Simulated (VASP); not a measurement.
Wanted: the native input for a VASP 6.6.1 run.

```yaml
Task: relaxation of cell and atoms
Functional: PBE
Potentials_or_basis: VASP PAW PBE potentials, release 64 (Sc_sv, Cu, C, N)
Cutoff: 600 eV
k_mesh: 6 × 6 × 6
Occupations: gaussian, width 0.02 eV
Spin: no spin polarisation
Dipole_correction: no
Further_INCAR_settings: ALGO = Normal; EDIFF = 1e-06; IBRION = 2; EDIFFG = -0.01; NSW = 100; ISIF = 3
```

The structure of ScCuC4N4 lies in POSCAR:

```
ScCuC4N4
1.0
    6.1427878849      0.0000000000      0.0000000000
    0.0000000000      6.1427878849      0.0000000000
    0.0000000000      0.0000000000      6.1427878849
Sc Cu C N
1 1 4 4
Direct
    0.0000000000      0.0000000000      0.0000000000
    0.5000000000      0.5000000000      0.5000000000
    0.2084184400      0.2084184400      0.2084184400
    0.2084184400      0.7915815600      0.7915815600
    0.7915815600      0.2084184400      0.7915815600
    0.7915815600      0.7915815600      0.2084184400
    0.3182590293      0.3182590293      0.3182590293
    0.3182590293      0.6817409707      0.6817409707
    0.6817409707      0.3182590293      0.6817409707
    0.6817409707      0.6817409707      0.3182590293
```

One way to write it, as run:

INCAR

```
SYSTEM = ScCuC4N4
PREC     = Accurate       ! precision mode
ENCUT    = 600            ! plane-wave cutoff, eV
EDIFF    = 1E-6           ! SCF threshold, eV
ISMEAR   = 0              ! smearing method
SIGMA    = 0.02           ! smearing width, eV
LREAL    = .FALSE.        ! projectors in reciprocal space
LASPH    = .TRUE.         ! aspherical terms in the spheres
NELM     = 60             ! most SCF steps
ALGO     = Normal         ! electronic algorithm
ISIF     = 3              ! what is computed and relaxed
LWAVE    = .FALSE.        ! write WAVECAR
LCHARG   = .FALSE.        ! write CHGCAR
GGA      = PE             ! functional
IBRION   = 2              ! ionic algorithm
NSW      = 100            ! ionic steps
EDIFFG   = -0.01          ! ionic threshold
```

KPOINTS

```
Automatic mesh
0
G
  6 6 6
  0 0 0
```

Potentials or basis: VASP PAW PBE potentials, release 64 (Sc_sv, Cu, C, N).

Run with:

```console
$ cat potpaw_PBE.64/Sc_sv/POTCAR potpaw_PBE.64/Cu/POTCAR potpaw_PBE.64/C/POTCAR potpaw_PBE.64/N/POTCAR > POTCAR
$ mpirun -np 1 vasp_std > vasp.out
```

It gave:

| Quantity | Value |
| --- | --- |
| Relaxed volume | 23.35 Å³/atom |
| Relaxed cell | a = 6.158 Å, b = 6.158 Å, c = 6.158 Å, α = 90.00°, β = 90.00°, γ = 90.00° |
| Space group after relaxing (to 0.1 Å) | P-43m (No. 215) |
| Energy gained by relaxing | 0.4 meV/atom |
| Ionic steps | 12 |
| Pressure after relaxing | 0.0 GPa |
| Largest force after relaxing | 0.009 eV/Å |
| Band gap on the k mesh | 1.66 eV (least direct gap 1.67 eV) |

Wall time 15 min on 1 thread of Intel(R) Xeon(R) 6975P-C (Granite Rapids) (shared host), peak memory 0.51 GiB.
